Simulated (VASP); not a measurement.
Set up this calculation in VASP 6.6.1, as the native input.

| Property | Result |
| --- | --- |
| Task | single point |
| Functional | PBE |
| Potentials or basis | VASP PAW PBE potentials, release 64 (Sb) |
| Cutoff | 520 eV |
| k mesh | 12 × 12 × 12 |
| Occupations | fermi-dirac, width 0.05 eV |
| Spin | no spin polarisation |
| Dipole correction | no |
| Further INCAR settings | ALGO = Normal; EDIFF = 1e-06; NBANDS = 8 |

The structure of Sb lies in POSCAR:

```
Sb
1.0
   -1.5972865120      1.5972865120      2.7476259243
    1.5972865120     -1.5972865120      2.7476259243
    1.5972865120      1.5972865120     -2.7476259243
Sb
1
Direct
    0.0000000000      0.0000000000      0.0000000000
```

One way to write it, as run:

INCAR

```
SYSTEM = Sb
ALGO = Normal
EDIFF = 1E-6
ENCUT = 520
GGA = PE
ISIF = 2
ISMEAR = -1
LASPH = .True.
LCHARG = .False.
LREAL = .False.
LWAVE = .False.
NBANDS = 8
NELM = 60
PREC = Accurate
SIGMA = 0.05
```

KPOINTS

```
k-points
0
Gamma
  12 12 12
  0 0 0
```

Potentials or basis: VASP PAW PBE potentials, release 64 (Sb).

Run with:

```console
$ cat potpaw_PBE.64/Sb/POTCAR > POTCAR
$ mpirun -np 1 vasp_std > vasp.out
```

Results of the run:

```
Pressure : -0.7 GPa
```

Wall time 21 s on 1 thread of AMD EPYC 7R13 Processor (Zen 3) (shared host), peak memory 0.15 GiB.
